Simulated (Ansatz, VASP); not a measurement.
# One calculation of C, two programs

```
C
1.0
     2.45873    0.00000    0.00000
    -1.22937    2.12933    0.00000
     0.00000    0.00000    7.24581
C
4
Direct
  0.00893 0.13336 0.00250
  0.99107 0.86664 0.50250
  0.34227 0.80004 0.00250
  0.65773 0.19996 0.50250
```

Change from the starting cell: mode 4 frozen in at -0.142 Å and mode 5 at +0.284 Å (largest displacements).

Alike in both runs: task single point; functional PBEsol; k mesh 18 × 18 × 6; occupations gaussian, width 0.15 eV; no spin polarisation.

|  | VASP | Ansatz |
| --- | --- | --- |
| version | VASP 6.6.1 | Ansatz 0.2.0 |
| potentials or method | VASP PAW PBE potentials, release 64 (C), cutoff 520 eV | scalar-relativistic, plane waves, PAW |
| valence electrons in the cell | 16 | 16 |

```tsv
	VASP	Ansatz	Ansatz less VASP
gap on the k mesh at the Fermi level (eV)	none	none	-
least direct gap on the mesh (eV)	0.00	0.00	0.000
pressure (GPa)	0.7	0.0	-0.68
traceless stress, the component that is largest in VASP (GPa)	-0.55	0.19	+0.747
rms of the force components (eV/Å)	0.004	0.004	0.0000
```

VASP's potentials were made for PBE, not for PBEsol, and Ansatz warns of the same on its side. Atom by atom the forces differ by 0.000 eV/Å (rms over components). A gap of «none» marks a metal or a gap that the smearing closes.

A gap of «none» marks a metal or a gap under the smearing width.
